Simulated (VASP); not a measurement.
# C (I-42m) in VASP: further runs

The runs below take C through single point, with PBE.

All numbers are computed with VASP 6.6.1; they aren't measurements. Logs are shortened: lines on timing, memory, paths and dates and some standing lists are left out, and cuts for length are marked.

**1. The cell of the first run**

The structure is tetragonal, space group I-42m (No. 121). Conventional cell: a = 4.563 Å, b = 4.563 Å, c = 4.100 Å, α = 90.00°, β = 90.00°, γ = 90.00°. Within 2.0 Å of C (site symmetry 1) lie 5 C at 1.49 to 1.96 Å.

The cell was built from a structure type or drawn by symmetry, and may not be a known phase.

**2. Single point, PBE, collinear spin**

File INCAR:

```
SYSTEM = C
PREC     = Accurate       ! precision mode
ENCUT    = 520            ! plane-wave cutoff, eV
EDIFF    = 1E-6           ! SCF threshold, eV
ISMEAR   = 0              ! smearing method
SIGMA    = 0.1            ! smearing width, eV
LREAL    = .FALSE.        ! projectors in reciprocal space
LASPH    = .TRUE.         ! aspherical terms in the spheres
NELM     = 150            ! most SCF steps
ALGO     = Normal         ! electronic algorithm
ISIF     = 2              ! what is computed and relaxed
LWAVE    = .FALSE.        ! write WAVECAR
LCHARG   = .FALSE.        ! write CHGCAR
ISPIN    = 2              ! spin polarisation
MAGMOM   = 1 1 1 1 1 1 1 1 ! initial moments
LORBIT   = 11             ! projections on sites
GGA      = PE             ! functional
NBANDS   = 30             ! bands
```

File KPOINTS:

```
Automatic mesh
0
G
  6 6 6
  0 0 0
```

File POSCAR:

```
C
1.0
   -2.2812794500      2.2812794500      2.0500420900
    2.2812794500     -2.2812794500      2.0500420900
    2.2812794500      2.2812794500     -2.0500420900
C
8
Direct
    0.7554327700      0.1131968600      0.2321106300
    0.8810862300      0.5233221400      0.7678893700
    0.1131968600      0.7554327700      0.2321106300
    0.4766778600      0.2445672300      0.3577641000
    0.8868031400      0.1189137700      0.6422359000
    0.5233221400      0.8810862300      0.7678893700
    0.2445672300      0.4766778600      0.3577641000
    0.1189137700      0.8868031400      0.6422359000
```

Potentials or basis: VASP PAW PBE potentials, release 64 (C).

Launch:

```sh
> cat potpaw_PBE.64/C/POTCAR > POTCAR
> mpirun -np 1 vasp_std > vasp.out
```

OUTCAR:

```text
SYSTEM = C
   PREC = Accurate
   ENCUT = 520
   EDIFF = 1E-6
   ISMEAR = 0
   LREAL = .FALSE.
   LASPH = .TRUE.
   NELM = 150
   ISIF = 2
   ISPIN = 2
   LORBIT = 11
   GGA = PE

 ion  position               nearest neighbor table
   1  0.755  0.113  0.232-   5 1.49   4 1.49   6 1.50   7 1.60   2 1.96
   2  0.881  0.523  0.768-   4 1.49   5 1.49   3 1.50   8 1.60   1 1.96
   3  0.113  0.755  0.232-   8 1.49   7 1.49   2 1.50   4 1.60   6 1.96
   4  0.477  0.245  0.358-   2 1.49   1 1.49   7 1.50   3 1.60   5 1.96
   5  0.887  0.119  0.642-   1 1.49   2 1.49   8 1.50   6 1.60   4 1.96
   6  0.523  0.881  0.768-   7 1.49   8 1.49   1 1.50   5 1.60   3 1.96
   7  0.245  0.477  0.358-   6 1.49   3 1.49   4 1.50   1 1.60   8 1.96
   8  0.119  0.887  0.642-   3 1.49   6 1.49   5 1.50   2 1.60   7 1.96

  LATTYP: Found a body centered tetragonal cell.
 ALAT       =     4.5625589000
 C/A-ratio  =     0.8986369864

  Lattice vectors:

 A1 = (  -2.2812794500,   2.2812794500,   2.0500420900)
 A2 = (   2.2812794500,  -2.2812794500,   2.0500420900)
 A3 = (   2.2812794500,   2.2812794500,  -2.0500420900)

Analysis of symmetry for initial positions (statically):
=====================================================================
 Subroutine PRICEL returns:
 Original cell was already a primitive cell.

 Routine SETGRP: Setting up the symmetry group for a
 body centered tetragonal supercell.

 Subroutine GETGRP returns: Found  8 space group operations
 (whereof  8 operations were pure point group operations)
 out of a pool of 16 trial point group operations.

The static configuration has the point symmetry D_2d.

Analysis of symmetry for dynamics (positions and initial velocities):
=====================================================================
 Subroutine PRICEL returns:
 Original cell was already a primitive cell.

 Routine SETGRP: Setting up the symmetry group for a
 body centered tetragonal supercell.

 Subroutine GETGRP returns: Found  8 space group operations
 (whereof  8 operations were pure point group operations)
 out of a pool of 16 trial point group operations.

The dynamic configuration has the point symmetry D_2d.

Analysis of structural, dynamic, and magnetic symmetry:
=====================================================================
 Subroutine PRICEL returns:
 Original cell was already a primitive cell.

 Routine SETGRP: Setting up the symmetry group for a
 body centered tetragonal supercell.

 Subroutine GETGRP returns: Found  8 space group operations
 (whereof  8 operations were pure point group operations)
 out of a pool of 16 trial point group operations.

The overall configuration has the point symmetry D_2d.

 Subroutine INISYM returns: Found  8 space group operations
 (whereof  8 operations are pure point group operations),
 and found     1 'primitive' translations

----------------------------------------------------------------------------------------

                                     Primitive cell

  volume of cell :      42.6756

  direct lattice vectors                    reciprocal lattice vectors
    -2.281279450  2.281279450  2.050042090     0.000000000  0.219175253  0.243897431
     2.281279450 -2.281279450  2.050042090     0.219175253  0.000000000  0.243897431
     2.281279450  2.281279450 -2.050042090     0.219175253  0.219175253  0.000000000

  length of vectors
     3.822452672  3.822452672  3.822452672     0.327908140  0.327908140  0.309960615

  position of ions in fractional coordinates (direct lattice)
     0.755432770  0.113196860  0.232110630
     0.881086230  0.523322140  0.767889370
     0.113196860  0.755432770  0.232110630
     0.476677860  0.244567230  0.357764100
     0.886803140  0.118913770  0.642235900
     0.523322140  0.881086230  0.767889370
     0.244567230  0.476677860  0.357764100
     0.118913770  0.886803140  0.642235900

  ion indices of the primitive-cell ions
   primitive index   ion index
                 1           1
                 2           2
                 3           3
                 4           4
                 5           5
                 6           6
                 7           7
[... 57 lines left out ...]
   total plane-waves  NPLWV =  21952
   dimension x,y,z NGX =    28 NGY =   28 NGZ =   28
   dimension x,y,z NGXF=    56 NGYF=   56 NGZF=   56
   ions per type =               8
   NGX,Y,Z   is equivalent  to a cutoff of  12.18, 12.18, 12.18 a.u.
   NGXF,Y,Z  is equivalent  to a cutoff of  24.36, 24.36, 24.36 a.u.
 SYSTEM =  C
   PREC   = accura    normal or accurate (medium, high low for compatibility)
   ISTART =      0    job   : 0-new  1-cont  2-samecut
   ICHARG =      2    charge: 1-file 2-atom 10-const
   ISPIN  =      2    spin polarized calculation?
   LNONCOLLINEAR =      F non collinear calculations
   LSORBIT =      F    spin-orbit coupling
   LASPH  =      T    aspherical Exc in radial PAW
   ENCUT  =  520.0 eV  38.22 Ry    6.18 a.u.   7.11  7.11  7.11*2*pi/ulx,y,z
   NELM   =    150;   NELMIN=  2; NELMDL= -5     # of ELM steps
   EDIFF  = 0.1E-05   stopping-criterion for ELM
   LREAL  =      F    real-space projection
   EDIFFG = 0.1E-04   stopping-criterion for IOM
   NSW    =      0    number of steps for IOM
   IBRION =     -1    ionic relax: 0-MD 1-quasi-New 2-CG
   NFREE  =      0    steps in history (QN), initial steepest desc. (CG)
   ISIF   =      2    stress and relaxation
   ISYM   =      2    0-nonsym 1-usesym 2-fastsym
   POTIM  = 0.5000    time-step for ionic-motion
   TEBEG  =    0.0;   TEEND  =   0.0 temperature during run
   PSTRESS=    0.0 pullay stress
   NELECT =      32.0000    total number of electrons
   NUPDOWN=      -1.0000    fix difference up-down
   EMIN   =  10.00;   EMAX   =-10.00  energy-range for DOS
   EFERMI =   0.00;   METHOD = LEGACY
   ISMEAR =     0;   SIGMA  =   0.10  broadening in eV -4-tet -1-fermi 0-gaus
   EFERMI_NEDOS =   21; number of points for ismear=-14 and -15
   IALGO  =     38    algorithm
   IMIX   =      4    mixing-type and parameters
     AMIX     =   0.40;   BMIX     =  1.00
     AMIX_MAG =   1.60;   BMIX_MAG =  1.00
  volume/ion in A,a.u.               =       5.33        36.00
  Fermi-wavevector in a.u.,A,eV,Ry     =   1.487299  2.810587 30.096874  2.212058
  Thomas-Fermi vector in A             =   2.600477
   LORBIT       =     11    0 simple, 1 ext, 2 COOP (PROOUT), +10 PAW based schemes
   GGA     = PE    functional components
   LHFCALC =     F    Hartree Fock is set to
   AEXX    =    0.0000 exact exchange contribution
   IVDW    =     0    specifies the selected vdW correction
   LEPSILON=     F    determine dielectric tensor
   LRPA    =     F    only Hartree local field effects (RPA)
 spin polarized calculation
 Gauss-broadening in eV      SIGMA  =   0.10
  energy-cutoff  :      520.00
  volume of cell :       42.68
 maximum number of plane-waves:      1176
   NGX = 15   NGY = 15   NGZ = 15

 number of electron      32.0000007 magnetization      -0.0003104

 number of electron      32.0000007 magnetization       0.0000362

 Free energy of the ion-electron system (eV)
  ---------------------------------------------------
  ext. energy  EPLUGINS =         0.00000000
  ---------------------------------------------------
  free energy    TOTEN  =       -60.29637938 eV

  energy without entropy =      -60.29535199  energy(sigma->0) =      -60.29586569

 E-fermi :  10.7163     XC(G=0): -13.5494

 val. band max:       10.6672985013   @ k =   0.5000   0.5000   0.5000
 cond. band min:      11.7927698168   @ k =   0.5000   0.5000   0.3333
 fundamental gap:      1.1254713155
 Fermi energy:        10.7162648586

 spin component 1

 k-point     1 :       0.0000    0.0000    0.0000
  band No.  band energies     occupation
      1     -12.7080      1.00000
      2      -4.7629      1.00000
      3      -2.1359      1.00000
      4      -1.9548      1.00000
      5      -1.4219      1.00000
      6      -1.4219      1.00000
[... 733 lines left out ...]
     27      22.4328      0.00000
     28      24.5562      0.00000

 [... further k-points ...]

 spin component 2

 k-point     1 :       0.0000    0.0000    0.0000
  band No.  band energies     occupation
      1     -12.7080      1.00000
      2      -4.7629      1.00000
      3      -2.1358      1.00000
      4      -1.9548      1.00000
      5      -1.4219      1.00000
      6      -1.4219      1.00000
[... 733 lines left out ...]
     27      22.4329      0.00000
     28      24.5563      0.00000

 [... further k-points ...]

 [bands above 28 left out]

------------------------ aborting loop because EDIFF is reached ----------------------------------------

  FORCE on cell =-STRESS in cart. coord.  units (eV):
  Direction    XX          YY          ZZ          XY          YZ          ZX
  --------------------------------------------------------------------------------------
  -------------------------------------------------------------------------------------
  Total       22.1795578     22.1795578     13.6931384      0.0000000     -0.0000000      0.0000000
  in kB      832.6907092    832.6907092    514.0837012      0.0000000     -0.0000000      0.0000000
  external PRESSURE =     726.4883732 kB  Pullay stress =       0.0000000 kB

 VOLUME and BASIS-vectors are now :
 -----------------------------------------------------------------------------
  energy-cutoff  :      520.00
  volume of cell :       42.68
      direct lattice vectors                 reciprocal lattice vectors
    -2.281279450  2.281279450  2.050042090     0.000000000  0.219175253  0.243897431
     2.281279450 -2.281279450  2.050042090     0.219175253  0.000000000  0.243897431
     2.281279450  2.281279450 -2.050042090     0.219175253  0.219175253  0.000000000

 POSITION                                       TOTAL-FORCE (eV/Angst)
 -----------------------------------------------------------------------------------
     -0.93561      1.99463      1.30489        -0.740017     -0.215582      0.727629
      0.93561      2.56793      1.30489         0.740017      0.215582      0.727629
      1.99463     -0.93561      1.30489        -0.215582     -0.740017      0.727629
      0.28665      1.34567      0.74515         0.215582     -0.740017     -0.727629
     -0.28665      3.21689      0.74515        -0.215582      0.740017     -0.727629
      2.56793      0.93561      1.30489         0.215582      0.740017      0.727629
      1.34567      0.28665      0.74515        -0.740017      0.215582     -0.727629
      3.21689     -0.28665      0.74515         0.740017     -0.215582     -0.727629
 -----------------------------------------------------------------------------------
    total drift:                               -0.000004     -0.000004      0.000010

  FREE ENERGIE OF THE ION-ELECTRON SYSTEM (eV)
  ---------------------------------------------------
  free  energy   TOTEN  =       -60.2963793798 eV

  energy  without entropy=      -60.2953519919  energy(sigma->0) =      -60.29586569

 total charge

# of ion       s       p       d       tot
------------------------------------------
    1        0.867   1.763   0.000   2.630
    2        0.867   1.763   0.000   2.630
    3        0.867   1.763   0.000   2.630
    4        0.867   1.763   0.000   2.630
    5        0.867   1.763   0.000   2.630
    6        0.867   1.763   0.000   2.630
    7        0.867   1.763   0.000   2.630
    8        0.867   1.763   0.000   2.630
--------------------------------------------------
tot          6.933  14.105   0.000  21.038

 magnetization (x)

# of ion       s       p       d       tot
------------------------------------------
    1       -0.000   0.000   0.000  -0.000
    2       -0.000   0.000   0.000  -0.000
    3       -0.000   0.000   0.000  -0.000
    4       -0.000   0.000   0.000  -0.000
    5       -0.000   0.000   0.000  -0.000
    6       -0.000   0.000   0.000  -0.000
    7       -0.000   0.000   0.000  -0.000
    8       -0.000   0.000   0.000  -0.000
--------------------------------------------------
tot         -0.000   0.000   0.000  -0.000
```

Run time: 1.9 min. Hardware: 1 thread of Intel Xeon 8259CL, shared host; peak memory 0.19 GiB.

Results:

* Free energy: -60.2964 eV
* Pressure: 72.6 GPa
* Largest force: 1.060 eV/Å
* Net moment: 0.00 μB per cell
* Valence electrons inside the program's atomic spheres: C 2.63

Forces in eV/Å, atoms in the order of the input:
```
C   -0.740 -0.216  0.728
C    0.740  0.216  0.728
C   -0.216 -0.740  0.728
C    0.216 -0.740 -0.728
C   -0.216  0.740 -0.728
C    0.216  0.740  0.728
C   -0.740  0.216 -0.728
C    0.740 -0.216 -0.728
```

Stress tensor (GPa, compression positive):
```
83.27  0.00  0.00
 0.00 83.27  0.00
 0.00  0.00 51.41
```

Levels at points of the mesh, in eV from the Fermi level:
Spin up:
```
           k point  band 12  band 13  band 14  band 15  band 16  band 17  band 18  band 19  band 20  band 21
(0.00, 0.00, 0.00)    -7.18    -3.80    -1.84    -1.84    -1.46     4.31     4.85     8.50     8.50     9.00
(0.50, 0.00, 0.00)    -5.13    -5.06    -3.53    -2.32    -1.26     3.44     5.02     5.34     6.61     6.63
(0.50, 0.50, 0.00)    -4.62    -3.88    -3.46    -2.44    -1.75     3.65     4.02     5.26     6.64     6.81
(0.50, 0.50, 0.50)    -4.10    -2.24    -2.24    -0.79    -0.32    -0.05     5.69     6.48     6.48     6.96
```
Spin down:
| k point | band 12 | band 13 | band 14 | band 15 | band 16 | band 17 | band 18 | band 19 | band 20 | band 21 |
| --- | --- | --- | --- | --- | --- | --- | --- | --- | --- | --- |
| (0.00, 0.00, 0.00) | -7.18 | -3.80 | -1.84 | -1.84 | -1.46 | 4.31 | 4.85 | 8.50 | 8.50 | 9.00 |
| (0.50, 0.00, 0.00) | -5.13 | -5.06 | -3.53 | -2.32 | -1.26 | 3.44 | 5.02 | 5.34 | 6.61 | 6.63 |
| (0.50, 0.50, 0.00) | -4.62 | -3.88 | -3.46 | -2.44 | -1.75 | 3.65 | 4.02 | 5.26 | 6.64 | 6.81 |
| (0.50, 0.50, 0.50) | -4.10 | -2.24 | -2.24 | -0.79 | -0.32 | -0.05 | 5.69 | 6.48 | 6.48 | 6.96 |

Caveat: the cell stands under pressure; forces of over 1 eV/Å act on the atoms, so gaps and moduli don't describe the material at rest.

**3. Single point, PBE**

This run uses another cell than the first one, of 6.23 Å³/atom.

File INCAR:

```
SYSTEM = C
ALGO = Normal
EDIFF = 1E-6
ENCUT = 520
GGA = PE
ISIF = 2
ISMEAR = 0
LASPH = .TRUE.
LCHARG = .TRUE.
LELF = .TRUE.
LREAL = .FALSE.
LVHAR = .TRUE.
LWAVE = .FALSE.
NBANDS = 26
NELM = 80
PREC = Accurate
SIGMA = 0.02
```

File KPOINTS:

```
k-points
0
G
  12 12 12
  0 0 0
```

File POSCAR:

```
C
1.0
   -2.4063612167      2.4063612167      2.1531080246
    2.4063612167     -2.4063612167      2.1531080246
    2.4063612167      2.4063612167     -2.1531080246
C
8
Direct
    0.7584126548      0.1215299056      0.2325615886
    0.8889683170      0.5258510662      0.7674384114
    0.1215299056      0.7584126548      0.2325615886
    0.4741489338      0.2415873452      0.3631172508
    0.8784700944      0.1110316830      0.6368827492
    0.5258510662      0.8889683170      0.7674384114
    0.2415873452      0.4741489338      0.3631172508
    0.1110316830      0.8784700944      0.6368827492
```

Potentials or basis: VASP PAW PBE potentials, release 64 (C).

Launch:

```sh
> cat potpaw_PBE.64/C/POTCAR > POTCAR
> mpirun -np 1 vasp_std > vasp.out
```

Run time: 5.2 min. Hardware: 1 thread of Intel Xeon 8259CL, shared host; peak memory 0.26 GiB.

Results (log left out):

```
Free energy            : -61.8044 eV
Pressure               : 0.4 GPa
Largest force          : 0.031 eV/Å
Band gap on the k mesh : 0.46 eV (least direct gap 0.82 eV)
```

Forces in eV/Å, atoms in the order of the input:
```
C   -0.028 -0.010  0.006
C    0.028  0.010  0.006
C   -0.010 -0.028  0.006
C    0.010 -0.028 -0.006
C   -0.010  0.028 -0.006
C    0.010  0.028  0.006
C   -0.028  0.010 -0.006
C    0.028 -0.010 -0.006
```

Stress tensor (GPa, compression positive):
```
0.48 0.00 0.00
0.00 0.48 0.00
0.00 0.00 0.39
```

Levels at points of the mesh, in eV from the valence-band top:
```
           k point  band 12  band 13  band 14  band 15  band 16  band 17  band 18  band 19  band 20  band 21
(0.00, 0.00, 0.00)    -5.77    -2.99    -1.16    -1.08    -1.08     4.33     5.20     7.90     7.90     7.98
(0.50, 0.00, 0.00)    -4.22    -4.09    -2.74    -1.82    -1.08     3.20     4.80     5.46     5.97     6.48
(0.50, 0.50, 0.00)    -3.31    -2.91    -2.81    -2.22    -1.48     3.65     3.89     4.76     6.41     6.72
(0.50, 0.50, 0.50)    -3.79    -1.61    -1.61    -0.53    -0.37     0.46     5.67     6.01     6.04     6.04
```
